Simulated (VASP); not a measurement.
Here is a VASP 6.6.1 calculation.

File INCAR:

```
PREC = Accurate ; ENCUT = 600
EDIFF = 1E-6 ; ISMEAR = 0
SIGMA = 0.1 ; LREAL = False
LASPH = True ; NELM = 80
ALGO = Normal ; ISIF = 3
LWAVE = False ; LCHARG = False
GGA = PE ; IBRION = 2
NSW = 100 ; EDIFFG = -0.01
```

The input KPOINTS:

```
regular mesh
0
Gamma
  9 9 8
```

File POSCAR:

```
Al
1.0
    4.8739658899      0.0000000000      0.0000000000
   -2.4369829449      4.2209782778      0.0000000000
    0.0000000000      0.0000000000      4.5326129127
Al
5
Direct
    0.0000000000      0.6728396781      0.5000000000
    0.3271603219      0.3271603219      0.5000000000
    0.6728396781      0.0000000000      0.5000000000
    0.6666666667      0.3333333333      0.0000000000
    0.3333333333      0.6666666667      0.0000000000
```

Potentials or basis: VASP PAW PBE potentials, release 64 (Al).

Command:

```console
$ cat potpaw_PBE.64/Al/POTCAR > POTCAR
$ mpirun -np 1 vasp_std > vasp.out
```

Q: Predict the relaxed cell.

A: a = 4.824 Å, b = 4.824 Å, c = 4.649 Å, α = 90.00°, β = 90.00°, γ = 120.00°.

Q: Estimate the space group after relaxing (to 0.05 Å).

A: P-62m (No. 189).

Q: Predict the relaxed volume.

A: 18.74 Å³/atom.

Forces in eV/Å, atoms in the order of the input:
```
Al   0.003 -0.005  0.000
Al   0.003  0.005  0.000
Al  -0.006  0.000  0.000
Al   0.000  0.000  0.000
Al   0.000  0.000  0.000
```
